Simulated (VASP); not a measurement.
Wanted: the native input for a VASP 6.6.1 run.

```yaml
Task: single point
Functional: PBE
Potentials_or_basis: VASP PAW PBE potentials, release 64 (Cl)
Cutoff: 520 eV
k_mesh: 17 × 17 × 17
Occupations: fermi-dirac, width 0.1 eV
Spin: no spin polarisation
Dipole_correction: no
Further_INCAR_settings: ALGO = Normal; EDIFF = 1e-06; NBANDS = 10
```

The structure of Cl lies in POSCAR:

```
Cl
1.0
   -1.5577633237      1.5577633237      1.5577633237
    1.5577633237     -1.5577633237      1.5577633237
    1.5577633237      1.5577633237     -1.5577633237
Cl
1
Direct
    0.0000000000      0.0000000000      0.0000000000
```

This cell differs from its parent crystal: volume scaled by 0.7.

These files were run (other wordings do the same):

INCAR

```
  ALGO = Normal
  EDIFF = 1E-6
  ENCUT = 520
  GGA = PE
  ISIF = 2
  ISMEAR = -1
  LASPH = T
  LCHARG = T
  LELF = T
  LREAL = F
  LVHAR = T
  LWAVE = F
  NBANDS = 10
  NELM = 100
  PREC = Accurate
  SIGMA = 0.1
```

KPOINTS

```
k-points
0
Gamma
  17 17 17
```

Potentials or basis: VASP PAW PBE potentials, release 64 (Cl).

Run with:

```bash
$ cat potpaw_PBE.64/Cl/POTCAR > POTCAR
$ mpirun -np 1 vasp_std > vasp.out
```

Results of the run:

* Pressure: 26.6 GPa

Caveat: an odd number of electrons without spin polarisation forces a metal; a magnetic or distorted state may lie lower.

It took 7.2 s on 1 thread of AMD EPYC 9R45 (Zen 5) (shared host), peak memory 0.1 GiB.
